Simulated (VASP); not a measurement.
# InSe in VASP: single point with PBE+D3(BJ)

Aim: the single point of InSe with PBE+D3(BJ).

Everything below comes from runs of VASP 6.6.1. Logs are shortened: lines on timing, memory, paths and dates and some standing lists are left out, and cuts for length are marked.

## (1) The cell of the first run

The cell holds a sheet with vacuum, 8 atoms: a = 4.000 Å, b = 4.000 Å, c = 51.200 Å, α = 90.00°, β = 90.00°, γ = 120.00°.

## (2) Single point, PBE+D3(BJ)

INCAR

```
  ALGO = Normal
  DIPOL = 0.5 0.5 0.310
  EDIFF = 1E-7
  ENCUT = 520
  GGA = PE
  IDIPOL = 3
  ISIF = 2
  ISMEAR = 0
  IVDW = 12
  LASPH = T
  LCHARG = T
  LDIPOL = T
  LELF = T
  LREAL = F
  LVACPOTAV = T
  LVHAR = T
  LWAVE = F
  NBANDS = 48
  NELM = 80
  PREC = Accurate
  SIGMA = 0.02
```

KPOINTS

```
k-points
0
Gamma
  10 10 1
```

POSCAR

```
InSe
1.0
    4.0000000000      0.0000000000      0.0000000000
   -2.0000000000      3.4641016151      0.0000000000
    0.0000000000      0.0000000000     51.2000000031
Se In
4 4
Direct
    0.3333333333      0.6666666667      0.1749574046
    0.3333333333      0.6666666667      0.2805796827
    0.0000000000      0.0000000000      0.3385857991
    0.0000000000      0.0000000000      0.4441762311
    0.0000000000      0.0000000000      0.2005337642
    0.0000000000      0.0000000000      0.2550660575
    0.6666666667      0.3333333333      0.3640649522
    0.6666666667      0.3333333333      0.4185986084
```

Potentials or basis: VASP PAW PBE potentials, release 64 (Se, In_d).

Launch:

```sh
cat potpaw_PBE.64/Se/POTCAR potpaw_PBE.64/In_d/POTCAR > POTCAR
mpirun -np 1 vasp_std > vasp.out
```

OUTCAR:

```text
EDIFF = 1E-7
   ENCUT = 520
   GGA = PE
   ISIF = 2
   ISMEAR = 0
   IVDW = 12
   LASPH = T
   LREAL = F
   NELM = 80
   PREC = Accurate
 IVDW          = 12

 ion  position               nearest neighbor table
   1  0.333  0.667  0.175-   5 2.65   5 2.65   5 2.65
   2  0.333  0.667  0.281-   6 2.65   6 2.65   6 2.65
   3  0.000  0.000  0.339-   7 2.65   7 2.65   7 2.65
   4  0.000  0.000  0.444-   8 2.65   8 2.65   8 2.65
   5  0.000  0.000  0.201-   1 2.65   1 2.65   1 2.65   6 2.79
   6  0.000  0.000  0.255-   2 2.65   2 2.65   2 2.65   5 2.79
   7  0.667  0.333  0.364-   3 2.65   3 2.65   3 2.65   8 2.79
   8  0.667  0.333  0.419-   4 2.65   4 2.65   4 2.65   7 2.79

  LATTYP: Found a hexagonal cell.
 ALAT       =     4.0000000000
 C/A-ratio  =    12.8000000008

  Lattice vectors:

 A1 = (   4.0000000000,   0.0000000000,   0.0000000000)
 A2 = (  -2.0000000000,   3.4641016151,   0.0000000000)
 A3 = (   0.0000000000,   0.0000000000,  51.2000000031)

Analysis of symmetry for initial positions (statically):
=====================================================================
 Subroutine PRICEL returns:
 Original cell was already a primitive cell.

 Routine SETGRP: Setting up the symmetry group for a
 hexagonal supercell.

 Subroutine GETGRP returns: Found  6 space group operations
 (whereof  6 operations were pure point group operations)
 out of a pool of 24 trial point group operations.

The static configuration has the point symmetry C_3v.

Analysis of symmetry for dynamics (positions and initial velocities):
=====================================================================
 Subroutine PRICEL returns:
 Original cell was already a primitive cell.

 Routine SETGRP: Setting up the symmetry group for a
 hexagonal supercell.

 Subroutine GETGRP returns: Found  6 space group operations
 (whereof  6 operations were pure point group operations)
 out of a pool of 24 trial point group operations.

The dynamic configuration has the point symmetry C_3v.

 Subroutine INISYM returns: Found  6 space group operations
 (whereof  6 operations are pure point group operations),
 and found     1 'primitive' translations

----------------------------------------------------------------------------------------

                                     Primitive cell

  volume of cell :     709.4480

  direct lattice vectors                    reciprocal lattice vectors
     4.000000000  0.000000000  0.000000000     0.250000000  0.144337567  0.000000000
    -2.000000000  3.464101615  0.000000000     0.000000000  0.288675135  0.000000000
     0.000000000  0.000000000 51.200000003     0.000000000  0.000000000  0.019531250

  length of vectors
     4.000000000  4.000000000 51.200000003     0.288675135  0.288675135  0.019531250

  position of ions in fractional coordinates (direct lattice)
     0.333333333  0.666666667  0.174957405
     0.333333333  0.666666667  0.280579683
     0.000000000  0.000000000  0.338585799
     0.000000000  0.000000000  0.444176231
     0.000000000  0.000000000  0.200533764
     0.000000000  0.000000000  0.255066058
     0.666666667  0.333333333  0.364064952
     0.666666667  0.333333333  0.418598608

  ion indices of the primitive-cell ions
   primitive index   ion index
                 1           1
                 2           2
                 3           3
                 4           4
                 5           5
                 6           6
                 7           7
                 8           8

----------------------------------------------------------------------------------------

 KPOINTS: k-points

Automatic generation of k-mesh.
 Grid dimensions read from file:
 generate k-points for:   10   10    1

 Generating k-lattice:

  Cartesian coordinates                     Fractional coordinates (reciprocal lattice)
     0.025000000  0.014433757  0.000000000     0.100000000 -0.000000000  0.000000000
     0.000000000  0.028867513  0.000000000     0.000000000  0.100000000  0.000000000
     0.000000000  0.000000000  0.019531250     0.000000000  0.000000000  1.000000000

  Length of vectors
     0.028867513  0.028867513  0.019531250

  Shift w.r.t. Gamma in fractional coordinates (k-lattice)
     0.000000000  0.000000000  0.000000000

 Subroutine IBZKPT returns following result:
 ===========================================

 Found     14 irreducible k-points:

 Following reciprocal coordinates:
            Coordinates               Weight
  0.000000  0.000000  0.000000      1.000000
  0.100000 -0.000000  0.000000      6.000000
  0.200000 -0.000000  0.000000      6.000000
  0.300000  0.000000  0.000000      6.000000
  0.400000 -0.000000  0.000000      6.000000
  0.500000  0.000000  0.000000      3.000000
  0.100000  0.100000  0.000000      6.000000
  0.200000  0.100000  0.000000     12.000000
  0.300000  0.100000  0.000000     12.000000
  0.400000  0.100000  0.000000     12.000000
  0.200000  0.200000  0.000000      6.000000
  0.300000  0.200000  0.000000     12.000000
  0.400000  0.200000  0.000000      6.000000
  0.300000  0.300000  0.000000      6.000000
   k-points           NKPTS =     14   k-points in BZ     NKDIM =     14   number of bands    NBANDS=     48
   number of dos      NEDOS =    301   number of ions     NIONS =      8
   total plane-waves  NPLWV = 345600
   dimension x,y,z NGX =    30 NGY =   30 NGZ =  384
   dimension x,y,z NGXF=    60 NGYF=   60 NGZF=  768
   ions per type =               4   4
   NGX,Y,Z   is equivalent  to a cutoff of  12.47, 12.47, 12.47 a.u.
   NGXF,Y,Z  is equivalent  to a cutoff of  24.94, 24.94, 24.94 a.u.
 SYSTEM =  unknown system
   PREC   = accura    normal or accurate (medium, high low for compatibility)
   ISTART =      0    job   : 0-new  1-cont  2-samecut
   ICHARG =      2    charge: 1-file 2-atom 10-const
   ISPIN  =      1    spin polarized calculation?
   LNONCOLLINEAR =      F non collinear calculations
   LSORBIT =      F    spin-orbit coupling
   LASPH  =      T    aspherical Exc in radial PAW
   ENCUT  =  520.0 eV  38.22 Ry    6.18 a.u.   7.44  7.44 95.20*2*pi/ulx,y,z
   NELM   =     80;   NELMIN=  2; NELMDL= -5     # of ELM steps
   EDIFF  = 0.1E-06   stopping-criterion for ELM
   LREAL  =      F    real-space projection
   EDIFFG = 0.1E-05   stopping-criterion for IOM
   NSW    =      0    number of steps for IOM
   IBRION =     -1    ionic relax: 0-MD 1-quasi-New 2-CG
   NFREE  =      0    steps in history (QN), initial steepest desc. (CG)
   ISIF   =      2    stress and relaxation
   ISYM   =      2    0-nonsym 1-usesym 2-fastsym
   POTIM  = 0.5000    time-step for ionic-motion
   TEBEG  =    0.0;   TEEND  =   0.0 temperature during run
   PSTRESS=    0.0 pullay stress
   NELECT =      76.0000    total number of electrons
   NUPDOWN=      -1.0000    fix difference up-down
   EMIN   =  10.00;   EMAX   =-10.00  energy-range for DOS
   EFERMI =   0.00;   METHOD = LEGACY
   ISMEAR =     0;   SIGMA  =   0.02  broadening in eV -4-tet -1-fermi 0-gaus
   EFERMI_NEDOS =   21; number of points for ismear=-14 and -15
   IALGO  =     38    algorithm
   IMIX   =      4    mixing-type and parameters
     AMIX     =   0.40;   BMIX     =  1.00
     AMIX_MAG =   1.60;   BMIX_MAG =  1.00
  volume/ion in A,a.u.               =      88.68       598.45
  Fermi-wavevector in a.u.,A,eV,Ry     =   0.777510  1.469280  8.225013  0.604521
  Thomas-Fermi vector in A             =   1.880212
   LORBIT       =      0    0 simple, 1 ext, 2 COOP (PROOUT), +10 PAW based schemes
   GGA     = PE    functional components
   LHFCALC =     F    Hartree Fock is set to
   AEXX    =    0.0000 exact exchange contribution
   IVDW    =    12    specifies the selected vdW correction
   LEPSILON=     F    determine dielectric tensor
   LRPA    =     F    only Hartree local field effects (RPA)
 non-spin polarized calculation
 Gauss-broadening in eV      SIGMA  =   0.02
  energy-cutoff  :      520.00
  volume of cell :      709.45
 maximum number of plane-waves:     19217
 NGX is ok and might be reduce to    30
   NGX = 15   NGY = 15   NGZ =191

 number of electron      75.9999984 magnetization

 dipolmoment           0.000000      0.000000      0.000704 electrons x Angstroem

 Free energy of the ion-electron system (eV)
  ---------------------------------------------------
  ext. energy  EPLUGINS =         0.00000000
  ---------------------------------------------------
  free energy    TOTEN  =       -28.33286265 eV

  energy without entropy =      -28.33286265  energy(sigma->0) =      -28.33286265

 E-fermi :  -2.4541     XC(G=0):  -3.1438

 val. band max:       -2.5987948603   @ k =   0.1000  -0.0000   0.0000
 cond. band min:      -1.4443204695   @ k =   0.0000   0.0000   0.0000
 fundamental gap:      1.1544743909
 Fermi energy:        -2.4541047385

 k-point     1 :       0.0000    0.0000    0.0000
  band No.  band energies     occupation
      1     -16.9477      2.00000
      2     -16.9374      2.00000
      3     -16.7648      2.00000
      4     -16.7648      2.00000
      5     -16.7547      2.00000
      6     -16.7547      2.00000
[... 40 lines left out ...]
     47       2.6717      0.00000
     48       2.6937      0.00000

 k-point     2 :       0.1000   -0.0000    0.0000
  band No.  band energies     occupation
      1     -16.9472      2.00000
      2     -16.9370      2.00000
      3     -16.8009      2.00000
      4     -16.7903      2.00000
      5     -16.7631      2.00000
      6     -16.7530      2.00000
[... 40 lines left out ...]
     47       2.7307      0.00000
     48       2.7730      0.00000

 k-point     3 :       0.2000   -0.0000    0.0000
  band No.  band energies     occupation
      1     -16.9567      2.00000
      2     -16.9467      2.00000
      3     -16.8679      2.00000
      4     -16.8558      2.00000
      5     -16.8056      2.00000
      6     -16.7943      2.00000
[... 550 lines left out ...]
     47       2.6839      0.00000
     48       2.7805      0.00000

 k-point    14 :       0.3000    0.3000    0.0000
  band No.  band energies     occupation
      1     -17.0695      2.00000
      2     -17.0604      2.00000
      3     -16.9696      2.00000
      4     -16.9596      2.00000
      5     -16.8887      2.00000
      6     -16.8782      2.00000
[... 40 lines left out ...]
     47       3.3830      0.00000
     48       3.4268      0.00000

------------------------ aborting loop because EDIFF is reached ----------------------------------------

 vacuum level on the upper side and lower side of the slab       (xc-potential included)        -0.088        -0.097

 Edisp (eV)   -2.10141

 E8    (eV) :    -0.9875

  FORCE on cell =-STRESS in cart. coord.  units (eV):
  Direction    XX          YY          ZZ          XY          YZ          ZX
  --------------------------------------------------------------------------------------
  -------------------------------------------------------------------------------------
  Total       0.94523     0.94523     0.04041    -0.00000     0.00000     0.00000
  in kB       2.13465     2.13465     0.09127    -0.00000     0.00000     0.00000
  external pressure =        1.45 kB  Pullay stress =        0.00 kB

 VOLUME and BASIS-vectors are now :
 -----------------------------------------------------------------------------
  energy-cutoff  :      520.00
  volume of cell :      709.45
      direct lattice vectors                 reciprocal lattice vectors
     4.000000000  0.000000000  0.000000000     0.250000000  0.144337567  0.000000000
    -2.000000000  3.464101615  0.000000000     0.000000000  0.288675135  0.000000000
     0.000000000  0.000000000 51.200000003     0.000000000  0.000000000  0.019531250

 POSITION                                       TOTAL-FORCE (eV/Angst)
 -----------------------------------------------------------------------------------
     -0.00000      2.30940      8.95782        -0.000000     -0.000000     -0.014075
     -0.00000      2.30940     14.36568        -0.000000      0.000000      0.014179
      0.00000      0.00000     17.33559         0.000000     -0.000000     -0.014203
      0.00000      0.00000     22.74182        -0.000000      0.000000      0.014167
      0.00000      0.00000     10.26733         0.000000     -0.000000      0.012798
      0.00000      0.00000     13.05938         0.000000      0.000000     -0.013250
      2.00000      1.15470     18.64013        -0.000000      0.000000      0.013694
      2.00000      1.15470     21.43225         0.000000     -0.000000     -0.013310
 -----------------------------------------------------------------------------------
    total drift:                               -0.000001     -0.000000      0.000171

  FREE ENERGIE OF THE ION-ELECTRON SYSTEM (eV)
  ---------------------------------------------------
  free  energy   TOTEN  =       -30.4342735857 eV

  energy  without entropy=      -30.4342735857  energy(sigma->0) =      -30.43427359

 vacuum level on the upper side and lower side of the slab         3.074         3.065
```

It took 21 min on 1 thread of Intel Xeon Platinum 8375C at 2.90GHz (Ice Lake), shared host; peak memory 0.94 GiB.

What came out:

- Free energy: -30.4343 eV
- Largest force: 0.014 eV/Å
- Band gap on the k mesh: 1.15 eV, indirect (least direct gap 1.22 eV)
- Dispersion energy per atom: -0.263 eV
- Ionisation potential of the upper face: 5.67 eV

Forces on the atoms (eV/Å):
```
Se   0.000  0.000 -0.014
Se   0.000  0.000  0.014
Se   0.000  0.000 -0.014
Se   0.000  0.000  0.014
In   0.000  0.000  0.013
In   0.000  0.000 -0.013
In   0.000  0.000  0.014
In   0.000  0.000 -0.013
```

Caveat: spin-orbit coupling is left out, which moves the levels of the heavy elements.
